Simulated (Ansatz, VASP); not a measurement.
One calculation of ZrB, two programs

```xyz
2
Lattice="0.0000 2.4932 2.3843 2.4932 0.0000 2.3843 2.4932 2.4932 0.0000" Properties=species:S:1:pos:R:3 pbc="T T T"
Zr    2.4932    2.4932    2.3843
B     0.0000    0.0000    0.0000
```

Alike in both runs: task single point; functional PBE; k mesh 12 × 12 × 12; no spin polarisation.

|  | VASP | Ansatz |
| --- | --- | --- |
| version | VASP 6.6.1 | Ansatz 0.2.0 |
| potentials or method | VASP PAW PBE potentials, release 64 (Zr_sv, B), cutoff 520 eV | plane waves, PAW |
| occupations | methfessel-paxton of order 1, width 0.1 eV | cold |
| valence electrons in the cell | 15 | 15 |

```tsv
	VASP	Ansatz	Ansatz less VASP
pressure (GPa)	-0.2	-0.3	-0.11
traceless stress, the component that is largest in VASP (GPa)	8.92	8.91	-0.004
```

Ansatz's warnings: stress scf threshold loose.
